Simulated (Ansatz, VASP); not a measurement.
One calculation of SiNi, two programs

```xyz
8
Lattice="4.4648 0.0000 0.0000 0.0000 4.4648 0.0000 0.0000 0.0000 4.4648" Properties=species:S:1:pos:R:3 pbc="T T T"
Si    3.7813    3.7813    3.7813
Si    2.9159    0.6835    1.5489
Si    1.5489    2.9159    0.6835
Si    0.6835    1.5489    2.9159
Ni    0.6640    0.6640    0.6640
Ni    1.5684    3.8008    2.8964
Ni    2.8964    1.5684    3.8008
Ni    3.8008    2.8964    1.5684
```

Alike in both runs: functional r2SCAN; k mesh 8 × 8 × 8; occupations gaussian, width 0.1 eV; no spin polarisation.

Ansatz relaxed the structure, and its values are those at the end. VASP's run is a single point on that final structure, the one shown.

```csv
,VASP,Ansatz
version,VASP 6.6.1,Ansatz 0.2.0
potentials or method,"VASP PAW PBE potentials, release 64 (Si, Ni), cutoff 520 eV","scalar-relativistic, plane waves, PAW"
valence electrons in the cell,56,88
```

VASP gave:

| Property | Result |
| --- | --- |
| gap on the k mesh at the Fermi level (eV) | none |
| pressure (GPa) | 0.1 |

Problem. Which values does Ansatz return?

Solution. gap on the k mesh at the Fermi level (eV): none; pressure (GPa): 0.0.

VASP's potentials were made for PBE, not for r2SCAN. A gap of «none» marks a metal or a gap that the smearing closes. VASP's potentials hold 56 valence electrons a cell and Ansatz's 88, so a difference there can come from the potentials and not from the codes.
